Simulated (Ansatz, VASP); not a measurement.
Two plane-wave programs on HgPd

```
CELL_PARAMETERS angstrom
3.02995 0.00000 0.00000
0.00000 3.07540 0.00000
0.00000 0.00000 3.69200
ATOMIC_POSITIONS crystal
Hg 0.00000 0.00000 0.00000
Pd 0.50000 0.50000 0.50000
```

Change from the starting cell: strain +0.0150 x Voigt [0, 1, 0, 0, 0, 0], atoms carried along.

Alike in both runs: task single point; functional LDA; k mesh 16 × 16 × 14; occupations gaussian, width 0.15 eV; no spin polarisation.

|  | VASP | Ansatz |
| --- | --- | --- |
| version | VASP 6.6.1 | Ansatz 0.2.0 |
| potentials or method | VASP PAW LDA potentials, release 64 (Hg_sv_GW, Pd_sv_GW), cutoff 540 eV | scalar-relativistic, plane waves, PAW |
| valence electrons in the cell | 38 | 38 |

|  | VASP | Ansatz | Ansatz less VASP |
| --- | --- | --- | --- |
| gap on the k mesh at the Fermi level (eV) | none | none | - |
| pressure (GPa) | -7.4 | -6.6 | +0.83 |
| traceless stress, the component that is largest in VASP (GPa) | -0.64 | -0.63 | +0.004 |

LDA's correlation is that of Perdew and Zunger in VASP and of Perdew and Wang (1992) in Ansatz. A gap of «none» marks a metal or a gap that the smearing closes.

Spin-orbit coupling is off throughout.
